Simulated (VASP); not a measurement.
# Ti4GeO7 (a cell with a defect) in VASP: further runs

Aim: see how the results for Ti4GeO7 (a cell with a defect) move with the level of theory and the settings. Levels: PBE, PBEsol. Tasks: single point.

Everything below comes from runs of VASP 6.6.1. Logs are shortened: lines on timing, memory, paths and dates and some standing lists are left out, and cuts for length are marked.

### 1 The cell of the first run

The cell holds a defect, 12 atoms: a = 4.591 Å, b = 4.591 Å, c = 5.878 Å, α = 90.00°, β = 90.00°, γ = 90.00°.

### 2 Single point, PBE

INCAR reads:

```
ALGO = Normal
EDIFF = 1E-6
ENCUT = 520
GGA = PE
GGA_COMPAT = F
ISIF = 2
ISMEAR = -1
LASPH = T
LCHARG = F
LREAL = F
LWAVE = F
NBANDS = 64
NELM = 120
PREC = Accurate
SIGMA = 0.05
```

KPOINTS reads:

```
Automatic mesh
0
Gamma
  2 2 2
  0.5 0.5 0.5
```

POSCAR reads:

```
Ti4GeO7
1.0
    4.5914140000      0.0000000000      0.0000000000
    0.0000000000      4.5914140000      0.0000000000
    0.0000000000      0.0000000000      5.8777420000
Ti O Ge
4 7 1
Direct
    0.0048450000      0.0030780000      0.9977000000
    0.9980710000      0.9947560000      0.5042900000
    0.4916210000      0.4999170000      0.2507080000
    0.4984540000      0.5014520000      0.7501960000
    0.3015220000      0.2980480000      0.0004790000
    0.6957780000      0.6942540000      0.0007880000
    0.6969900000      0.6929650000      0.4959460000
    0.1989420000      0.8100220000      0.2493020000
    0.2035580000      0.8070580000      0.7470760000
    0.8068410000      0.1956040000      0.2513740000
    0.8021870000      0.1993850000      0.7499090000
    0.3040790000      0.3147750000      0.5024520000
```

Potentials or basis: VASP PAW PBE potentials, release 64 (Ti_sv, O, Ge_d).

On the command line:

```
$ cat potpaw_PBE.64/Ti_sv/POTCAR potpaw_PBE.64/O/POTCAR potpaw_PBE.64/Ge_d/POTCAR > POTCAR
$ mpirun -np 1 vasp_std > vasp.out
```

OUTCAR:

```text
EDIFF = 1E-6
   ENCUT = 520
   GGA = PE
   ISIF = 2
   ISMEAR = -1
   LASPH = T
   LREAL = F
   NELM = 120
   PREC = Accurate

 ion  position               nearest neighbor table
   1  0.005  0.003  0.998-   5 1.92   8 1.94  11 1.95   9 1.95  10 1.96   6 2.01   2 2.90
   2  0.998  0.995  0.504-   9 1.92  11 1.94   8 1.95  10 1.96   7 1.96  12 2.03   1 2.90
   3  0.492  0.500  0.251-  12 1.91   7 1.94   5 1.95   6 1.96   8 1.96  10 2.01
   4  0.498  0.501  0.750-  12 1.91   6 1.94   9 1.95   7 1.96   5 1.96  11 1.97
   5  0.302  0.298  0.000-   1 1.92   3 1.95   4 1.96
   6  0.696  0.694  0.001-   4 1.94   3 1.96   1 2.01
   7  0.697  0.693  0.496-   3 1.94   2 1.96   4 1.96
   8  0.199  0.810  0.249-   1 1.94   2 1.95   3 1.96
   9  0.204  0.807  0.747-   2 1.92   4 1.95   1 1.95
  10  0.807  0.196  0.251-   1 1.96   2 1.96   3 2.01
  11  0.802  0.199  0.750-   2 1.94   1 1.95   4 1.97
  12  0.304  0.315  0.502-   4 1.91   3 1.91   2 2.03

  LATTYP: Found a simple tetragonal cell.
 ALAT       =     4.5914140000
 C/A-ratio  =     1.2801594454

  Lattice vectors:

 A1 = (   4.5914140000,   0.0000000000,   0.0000000000)
 A2 = (   0.0000000000,   4.5914140000,   0.0000000000)
 A3 = (   0.0000000000,   0.0000000000,   5.8777420000)

Analysis of symmetry for initial positions (statically):
=====================================================================
 Subroutine PRICEL returns:
 Original cell was already a primitive cell.

 Routine SETGRP: Setting up the symmetry group for a
 simple tetragonal supercell.

 Subroutine GETGRP returns: Found  1 space group operations
 (whereof  1 operations were pure point group operations)
 out of a pool of 16 trial point group operations.

The static configuration has the point symmetry C_1 .

Analysis of symmetry for dynamics (positions and initial velocities):
=====================================================================
 Subroutine PRICEL returns:
 Original cell was already a primitive cell.

 Routine SETGRP: Setting up the symmetry group for a
 simple tetragonal supercell.

 Subroutine GETGRP returns: Found  1 space group operations
 (whereof  1 operations were pure point group operations)
 out of a pool of 16 trial point group operations.

The dynamic configuration has the point symmetry C_1 .

 Subroutine INISYM returns: Found  1 space group operations
 (whereof  1 operations are pure point group operations),
 and found     1 'primitive' translations

----------------------------------------------------------------------------------------

                                     Primitive cell

  volume of cell :     123.9092

  direct lattice vectors                    reciprocal lattice vectors
     4.591414000  0.000000000  0.000000000     0.217797829  0.000000000  0.000000000
     0.000000000  4.591414000  0.000000000     0.000000000  0.217797829  0.000000000
     0.000000000  0.000000000  5.877742000     0.000000000  0.000000000  0.170133361

  length of vectors
     4.591414000  4.591414000  5.877742000     0.217797829  0.217797829  0.170133361

  position of ions in fractional coordinates (direct lattice)
     0.004845000  0.003078000  0.997700000
     0.998071000  0.994756000  0.504290000
     0.491621000  0.499917000  0.250708000
     0.498454000  0.501452000  0.750196000
     0.301522000  0.298048000  0.000479000
     0.695778000  0.694254000  0.000788000
     0.696990000  0.692965000  0.495946000
     0.198942000  0.810022000  0.249302000
     0.203558000  0.807058000  0.747076000
     0.806841000  0.195604000  0.251374000
     0.802187000  0.199385000  0.749909000
     0.304079000  0.314775000  0.502452000

  ion indices of the primitive-cell ions
   primitive index   ion index
                 1           1
                 2           2
                 3           3
                 4           4
                 5           5
                 6           6
                 7           7
                 8           8
                 9           9
                10          10
                11          11
                12          12

----------------------------------------------------------------------------------------

 KPOINTS: Automatic mesh

Automatic generation of k-mesh.
 Grid dimensions read from file:
 generate k-points for:    2    2    2

 Generating k-lattice:

  Cartesian coordinates                     Fractional coordinates (reciprocal lattice)
     0.108898914  0.000000000  0.000000000     0.500000000  0.000000000  0.000000000
     0.000000000  0.108898914  0.000000000     0.000000000  0.500000000  0.000000000
     0.000000000  0.000000000  0.085066680     0.000000000  0.000000000  0.500000000

  Length of vectors
     0.108898914  0.108898914  0.085066680

  Shift w.r.t. Gamma in fractional coordinates (k-lattice)
     0.500000000  0.500000000  0.500000000

 Subroutine IBZKPT returns following result:
 ===========================================

 Found      4 irreducible k-points:

 Following reciprocal coordinates:
            Coordinates               Weight
  0.250000  0.250000  0.250000      2.000000
 -0.250000  0.250000  0.250000      2.000000
 -0.250000 -0.250000  0.250000      2.000000
  0.250000 -0.250000  0.250000      2.000000
   k-points           NKPTS =      4   k-points in BZ     NKDIM =      4   number of bands    NBANDS=     64
   number of dos      NEDOS =    301   number of ions     NIONS =     12
   total plane-waves  NPLWV =  62208
   dimension x,y,z NGX =    36 NGY =   36 NGZ =   48
   dimension x,y,z NGXF=    72 NGYF=   72 NGZF=   96
   ions per type =               4   7   1
   NGX,Y,Z   is equivalent  to a cutoff of  13.03, 13.03, 13.58 a.u.
   NGXF,Y,Z  is equivalent  to a cutoff of  26.07, 26.07, 27.15 a.u.
 SYSTEM =  unknown system
   PREC   = accura    normal or accurate (medium, high low for compatibility)
   ISTART =      0    job   : 0-new  1-cont  2-samecut
   ICHARG =      2    charge: 1-file 2-atom 10-const
   ISPIN  =      1    spin polarized calculation?
   LNONCOLLINEAR =      F non collinear calculations
   LSORBIT =      F    spin-orbit coupling
   LASPH  =      T    aspherical Exc in radial PAW
   ENCUT  =  520.0 eV  38.22 Ry    6.18 a.u.   8.54  8.54 10.93*2*pi/ulx,y,z
   NELM   =    120;   NELMIN=  2; NELMDL= -5     # of ELM steps
   EDIFF  = 0.1E-05   stopping-criterion for ELM
   LREAL  =      F    real-space projection
   EDIFFG = 0.1E-04   stopping-criterion for IOM
   NSW    =      0    number of steps for IOM
   IBRION =     -1    ionic relax: 0-MD 1-quasi-New 2-CG
   NFREE  =      0    steps in history (QN), initial steepest desc. (CG)
   ISIF   =      2    stress and relaxation
   ISYM   =      2    0-nonsym 1-usesym 2-fastsym
   POTIM  = 0.5000    time-step for ionic-motion
   TEBEG  =    0.0;   TEEND  =   0.0 temperature during run
   PSTRESS=    0.0 pullay stress
   NELECT =     104.0000    total number of electrons
   NUPDOWN=      -1.0000    fix difference up-down
   EMIN   =  10.00;   EMAX   =-10.00  energy-range for DOS
   EFERMI =   0.00;   METHOD = LEGACY
   ISMEAR =    -1;   SIGMA  =   0.05  broadening in eV -4-tet -1-fermi 0-gaus
   EFERMI_NEDOS =   21; number of points for ismear=-14 and -15
   IALGO  =     38    algorithm
   IMIX   =      4    mixing-type and parameters
     AMIX     =   0.40;   BMIX     =  1.00
     AMIX_MAG =   1.60;   BMIX_MAG =  1.00
  volume/ion in A,a.u.               =      10.33        69.68
  Fermi-wavevector in a.u.,A,eV,Ry     =   1.544252  2.918213 32.446001  2.384714
  Thomas-Fermi vector in A             =   2.649799
   LORBIT       =      0    0 simple, 1 ext, 2 COOP (PROOUT), +10 PAW based schemes
   GGA     = PE    functional components
   LHFCALC =     F    Hartree Fock is set to
   AEXX    =    0.0000 exact exchange contribution
   IVDW    =     0    specifies the selected vdW correction
   LEPSILON=     F    determine dielectric tensor
   LRPA    =     F    only Hartree local field effects (RPA)
 non-spin polarized calculation
  energy-cutoff  :      520.00
  volume of cell :      123.91
 maximum number of plane-waves:      3339
 NGX is ok and might be reduce to    36
   NGX = 17   NGY = 17   NGZ = 21

 number of electron     103.9999999 magnetization

 Free energy of the ion-electron system (eV)
  ---------------------------------------------------
  ext. energy  EPLUGINS =         0.00000000
  ---------------------------------------------------
  free energy    TOTEN  =       -90.05205342 eV

  energy without entropy =      -89.97893923  energy(sigma->0) =      -90.01549632

 E-fermi :   6.9322     XC(G=0): -11.8413

 val. band max:        6.8588152982   @ k =  -0.2500   0.2500   0.2500
 cond. band min:       6.9796266274   @ k =  -0.2500  -0.2500   0.2500
 fundamental gap:      0.1208113292
 Fermi energy:         6.9321924105

 k-point     1 :       0.2500    0.2500    0.2500
  band No.  band energies     occupation
      1     -50.8005      2.00000
      2     -50.3387      2.00000
      3     -49.9456      2.00000
      4     -49.8982      2.00000
      5     -27.2451      2.00000
      6     -27.0780      2.00000
[... 56 lines left out ...]
     63      10.1564      0.00000
     64      10.3906      0.00000

 k-point     2 :      -0.2500    0.2500    0.2500
  band No.  band energies     occupation
      1     -50.8005      2.00000
      2     -50.3387      2.00000
      3     -49.9456      2.00000
      4     -49.8982      2.00000
      5     -27.2480      2.00000
      6     -27.0737      2.00000
[... 56 lines left out ...]
     63      10.1091      0.00000
     64      10.2220      0.00000

 k-point     3 :      -0.2500   -0.2500    0.2500
  band No.  band energies     occupation
      1     -50.8005      2.00000
      2     -50.3387      2.00000
      3     -49.9456      2.00000
      4     -49.8982      2.00000
      5     -27.2451      2.00000
      6     -27.0780      2.00000
[... 56 lines left out ...]
     63      10.1618      0.00000
     64      10.4100      0.00000

 k-point     4 :       0.2500   -0.2500    0.2500
  band No.  band energies     occupation
      1     -50.8005      2.00000
      2     -50.3387      2.00000
      3     -49.9456      2.00000
      4     -49.8982      2.00000
      5     -27.2480      2.00000
      6     -27.0737      2.00000
[... 56 lines left out ...]
     63      10.0980      0.00000
     64      10.2304      0.00000

------------------------ aborting loop because EDIFF is reached ----------------------------------------

  FORCE on cell =-STRESS in cart. coord.  units (eV):
  Direction    XX          YY          ZZ          XY          YZ          ZX
  --------------------------------------------------------------------------------------
  -------------------------------------------------------------------------------------
  Total       30.6744896     31.5673663     42.8762977     19.3627351      0.1574917      0.5491606
  in kB      396.6290325    408.1741567    554.4015467    250.3651400      2.0364081      7.1007874
  external PRESSURE =     453.0682453 kB  Pullay stress =       0.0000000 kB

 VOLUME and BASIS-vectors are now :
 -----------------------------------------------------------------------------
  energy-cutoff  :      520.00
  volume of cell :      123.91
      direct lattice vectors                 reciprocal lattice vectors
     4.591414000  0.000000000  0.000000000     0.217797829  0.000000000  0.000000000
     0.000000000  4.591414000  0.000000000     0.000000000  0.217797829  0.000000000
     0.000000000  0.000000000  5.877742000     0.000000000  0.000000000  0.170133361

 POSITION                                       TOTAL-FORCE (eV/Angst)
 -----------------------------------------------------------------------------------
      0.02225      0.01413      5.86422        -0.958896     -0.517531      0.690703
      4.58256      4.56734      2.96409        -6.512557     -6.203431     -0.784061
      2.25724      2.29533      1.47360         6.997393      6.435462    -11.381373
      2.28861      2.30237      4.40946         7.100948      6.428209     11.045266
      1.38441      1.36846      0.00282        -0.414095     -0.252952     -0.092782
      3.19460      3.18761      0.00463         1.106287      1.107511     -0.056821
      3.20017      3.18169      2.91504         0.192193      0.172404      0.353887
      0.91343      3.71915      1.46533         0.082249     -0.465839      0.205371
      0.93462      3.70554      4.39112        -0.180675     -0.167205      0.010445
      3.70454      0.89810      1.47751        -0.349007      0.144589      0.190568
      3.68317      0.91546      4.40777        -0.079969     -0.212134     -0.238416
      1.39615      1.44526      2.95328        -6.983870     -6.469083      0.057213
 -----------------------------------------------------------------------------------
    total drift:                                0.000423     -0.001119     -0.001166

  FREE ENERGIE OF THE ION-ELECTRON SYSTEM (eV)
  ---------------------------------------------------
  free  energy   TOTEN  =       -90.0520534195 eV

  energy  without entropy=      -89.9789392257  energy(sigma->0) =      -90.01549632
```

Run time: 1.7 min. Hardware: 1 thread of Intel Xeon 8259CL, shared host; peak memory 0.23 GiB.

What came out:

```
Free energy            : -90.0521 eV
Pressure               : 45.3 GPa
Largest force          : 14.830 eV/Å
Band gap on the k mesh : 0.12 eV
```

Forces on the atoms (eV/Å):
```
Ti   -0.959  -0.518   0.691
Ti   -6.513  -6.203  -0.784
Ti    6.997   6.435 -11.381
Ti    7.101   6.428  11.045
O    -0.414  -0.253  -0.093
O     1.106   1.108  -0.057
O     0.192   0.172   0.354
O     0.082  -0.466   0.205
O    -0.181  -0.167   0.010
O    -0.349   0.145   0.191
O    -0.080  -0.212  -0.238
Ge   -6.984  -6.469   0.057
```

Caveat: the k points lie up to 0.68 Å⁻¹ apart; semilocal functionals underestimate gaps, and a narrow one can read as zero.

### 3 Single point, PBEsol

INCAR reads:

```
ALGO     = Normal         # electronic algorithm
EDIFF    = 1E-6           # SCF threshold, eV
ENCUT    = 520            # plane-wave cutoff, eV
GGA      = PS             # functional
GGA_COMPAT= F            
ISIF     = 2              # what is computed and relaxed
ISMEAR   = 1              # smearing method
LASPH    = T              # aspherical terms in the spheres
LCHARG   = F              # write CHGCAR
LREAL    = F              # projectors in reciprocal space
LWAVE    = F              # write WAVECAR
NBANDS   = 64             # bands
NELM     = 120            # most SCF steps
PREC     = Accurate       # precision mode
SIGMA    = 0.05           # smearing width, eV
```

KPOINTS is that of step 2.

POSCAR is that of step 2.

Potentials or basis: VASP PAW PBE potentials, release 64 (Ti_sv, O, Ge_d).

On the command line:

```
$ cat potpaw_PBE.64/Ti_sv/POTCAR potpaw_PBE.64/O/POTCAR potpaw_PBE.64/Ge_d/POTCAR > POTCAR
$ mpirun -np 1 vasp_std > vasp.out
```

It took 100 s on 1 thread of Intel Xeon 8259CL, shared host; peak memory 0.24 GiB.

Results (log left out):

```
Free energy            : -95.7145 eV
Pressure               : 37.7 GPa
Largest force          : 14.983 eV/Å
Band gap on the k mesh : 0.09 eV
```

Forces in eV/Å, atoms in the order of the input:
```
Ti   -1.035  -0.593   0.693
Ti   -6.455  -6.161  -0.760
Ti    7.023   6.493 -11.533
Ti    7.158   6.474  11.209
O    -0.431  -0.263  -0.096
O     1.162   1.159  -0.047
O     0.179   0.162   0.347
O     0.099  -0.545   0.275
O    -0.160  -0.247  -0.109
O    -0.423   0.170   0.292
O    -0.143  -0.180  -0.302
Ge   -6.974  -6.470   0.030
```

Stress tensor (GPa, compression positive):
```
32.20 25.03  0.73
25.03 33.30  0.31
 0.73  0.31 47.50
```

Levels at points of the mesh, in eV from the valence-band top:
| k point | band 48 | band 49 | band 50 | band 51 | band 52 | band 53 | band 54 | band 55 | band 56 | band 57 |
| --- | --- | --- | --- | --- | --- | --- | --- | --- | --- | --- |
| (0.25, 0.25, 0.25) | -2.34 | -2.08 | -1.69 | -0.92 | -0.03 | 0.09 | 1.24 | 1.44 | 1.91 | 2.20 |

Caveat: the k points lie up to 0.68 Å⁻¹ apart; semilocal functionals underestimate gaps, and a narrow one can read as zero; the PAW data sets were made with another functional, which shifts forces and pressure a little.
